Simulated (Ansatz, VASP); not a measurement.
## Two plane-wave programs on NaCl

```
CELL_PARAMETERS angstrom
3.50156 0.00000 0.00000
0.00000 3.50156 0.00000
0.00000 0.00000 3.50156
ATOMIC_POSITIONS crystal
Na 0.00000 0.00000 0.00000
Cl 0.50000 0.50000 0.50000
```

Alike in both runs: functional PBE; k mesh 6 × 6 × 6; occupations gaussian, width 0.1 eV; no spin polarisation.

Ansatz relaxed the structure, and its values are those at the end. VASP's run is a single point on that final structure, the one shown.

```csv
,VASP,Ansatz
version,VASP 6.6.1,Ansatz 0.2.0
potentials or method,"VASP PAW PBE potentials, release 64 (Na_pv, Cl), cutoff 500 eV","scalar-relativistic, plane waves, PAW"
valence electrons in the cell,14,16
```

```csv
,VASP,Ansatz,Ansatz less VASP
gap on the k mesh at the Fermi level (eV),3.98,3.98,0.000
least direct gap on the mesh (eV),4.47,4.47,+0.001
pressure (GPa),0.0,0.1,+0.07
```

VASP's potentials hold 14 valence electrons a cell and Ansatz's 16, so a difference there can come from the potentials and not from the codes.
